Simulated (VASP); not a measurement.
A run of VASP 6.6.1 is set up as follows.

Contents of INCAR:

```
SYSTEM = MnCl3
  ALGO = Normal
  EDIFF = 1E-7
  ENCUT = 520
  GGA = PS
  ISIF = 2
  ISMEAR = 0
  ISPIN = 2
  LASPH = .True.
  LCHARG = .True.
  LELF = .True.
  LMAXMIX = 4
  LORBIT = 11
  LREAL = .False.
  LVHAR = .True.
  LWAVE = .False.
  MAGMOM = 3.83 0 0 0
  NBANDS = 29
  NELM = 150
  PREC = Accurate
  SIGMA = 0.05
```

KPOINTS

```
k-points
0
Gamma
  6 6 6
  0 0 0
```

The input POSCAR:

```
MnCl3
1.0
    4.6315827872      0.0000000000      0.0000000000
    0.0000000000      4.6315827872      0.0000000000
    0.0000000000      0.0000000000      4.6315827872
Mn Cl
1 3
Direct
    0.0000000000      0.0000000000      0.0000000000
    0.5000000000      0.0000000000      0.0000000000
    0.0000000000      0.0000000000      0.5000000000
    0.0000000000      0.5000000000      0.0000000000
```

Potentials or basis: VASP PAW PBE potentials, release 64 (Mn_pv, Cl).

The run is started by

```console
$ cat potpaw_PBE.64/Mn_pv/POTCAR potpaw_PBE.64/Cl/POTCAR > POTCAR
$ mpirun -np 1 vasp_std > vasp.out
```

Problem. Estimate the site moments.

Solution. Mn +3.61; Cl +0.05 μB.

Problem. What does it give for the band gap on the k mesh?

Solution. Zero (filled and empty bands overlap).

Caveat: a cell with one magnetic atom can't hold antiferromagnetic order, which such compounds often take; semilocal functionals often make such compounds metallic where correlation or magnetic order opens a gap, which also shifts bond lengths. With open d or f shells a metallic result of PBEsol can be an artefact of self-interaction; +U or a hybrid may open a gap.
